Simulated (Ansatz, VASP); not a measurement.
**HgTe: VASP beside Ansatz**

```
CELL_PARAMETERS angstrom
0.00000 3.18000 3.18000
3.18000 0.00000 3.18000
3.18000 3.18000 0.00000
ATOMIC_POSITIONS crystal
Hg 0.00000 0.00000 0.00000
Te 0.75000 0.75000 0.75000
```

Alike in both runs: task single point; functional PBE; k mesh 6 × 6 × 6; occupations fermi-dirac, width 0.3 eV; no spin polarisation.

|  | VASP | Ansatz |
| --- | --- | --- |
| version | VASP 6.6.1 | Ansatz 0.2.0 |
| potentials or method | VASP PAW PBE potentials, release 64 (Hg, Te), cutoff 500 eV | PAW, plane waves, scalar-relativistic |
| valence electrons in the cell | 18 | 36 |

```tsv
	VASP	Ansatz	Ansatz less VASP
pressure (GPa)	6.8	6.7	-0.10
```

VASP's potentials hold 18 valence electrons a cell and Ansatz's 36, so a difference there can come from the potentials and not from the codes.

Spin-orbit coupling is off throughout.
